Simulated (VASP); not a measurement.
Wanted: the native input for a VASP 6.6.1 run.

```
Task                   : single point
Functional             : PBE
Potentials or basis    : VASP PAW PBE potentials, release 64 (Si)
Cutoff                 : 520 eV
k mesh                 : 12 × 12 × 8
Occupations            : gaussian, width 0.05 eV
Spin                   : no spin polarisation
Dipole correction      : no
Further INCAR settings : ALGO = Normal; EDIFF = 1e-06; NBANDS = 16; ISYM = 0
```

The structure of Si lies in POSCAR:

```
Si
1.0
    0.0000000000     -2.7348811941     -2.7348811941
   -2.7348811941      0.0000000000     -2.7348811941
    2.7348811941      2.7348811941     -5.4697623882
Si
4
Direct
    0.7611955940      0.7444022017      0.7500000027
    0.2388044060      0.2555977983      0.2499999973
    0.3861955940      0.3694022017      0.8750000027
    0.8638044060      0.8805977983      0.3749999973
```

This cell differs from its parent crystal: atoms displaced along a vibrational mode.

These files were run (other wordings do the same):

INCAR

```
  PREC = Accurate
  ENCUT = 520
  EDIFF = 1E-6
  ISMEAR = 0
  SIGMA = 0.05
  LREAL = F
  LASPH = T
  NELM = 60
  ALGO = Normal
  ISIF = 2
  LWAVE = F
  LCHARG = F
  GGA = PE
  NBANDS = 16
  ISYM = 0
```

KPOINTS

```
Automatic mesh
0
Gamma
  12 12 8
```

Potentials or basis: VASP PAW PBE potentials, release 64 (Si).

The run is started by

```sh
$ cat potpaw_PBE.64/Si/POTCAR > POTCAR
$ mpirun -np 1 vasp_std > vasp.out
```

Results of the run:

| Item | Value |
| --- | --- |
| Pressure | -0.1 GPa |
| Largest force | 0.049 eV/Å |
| Band gap on the k mesh | 0.63 eV |

Caveat: the cell differs from its parent crystal (atoms displaced along a vibrational mode).

Wall time 7.5 min on 1 thread of Intel(R) Xeon(R) Platinum 8488C (Sapphire Rapids), on a shared host, peak memory 0.6 GiB.
